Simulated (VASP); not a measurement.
Here is a VASP 6.6.1 calculation.

File INCAR:

```
SYSTEM = Pt
  PREC = Accurate
  ENCUT = 520
  EDIFF = 1E-6
  ISMEAR = 0
  SIGMA = 0.011
  LREAL = .False.
  LASPH = .True.
  NELM = 60
  ALGO = Normal
  ISIF = 2
  LWAVE = .False.
  LCHARG = .False.
  GGA = PE
  NBANDS = 11
```

Contents of KPOINTS:

```
regular mesh
0
Gamma
  12 12 12
  0 0 0
```

The input POSCAR:

```
Pt
1.0
   -1.5842200000      1.5842200000      1.5842200000
    1.5842200000     -1.5842200000      1.5842200000
    1.5842200000      1.5842200000     -1.5842200000
Pt
1
Direct
    0.0000000000      0.0000000000      0.0000000000
```

Potentials or basis: VASP PAW PBE potentials, release 64 (Pt).

Launch:

```sh
$ cat potpaw_PBE.64/Pt/POTCAR > POTCAR
$ mpirun -np 1 vasp_std > vasp.out
```

Problem. Predict the band gap on the k mesh.

Solution. Zero (band 5 reaches 11.08 eV, above the bottom of band 6 at 8.94 eV).

Problem. What does it give for the pressure?

Solution. -1.9 GPa.

Caveat: spin-orbit coupling is left out, which moves the levels of the heavy elements.
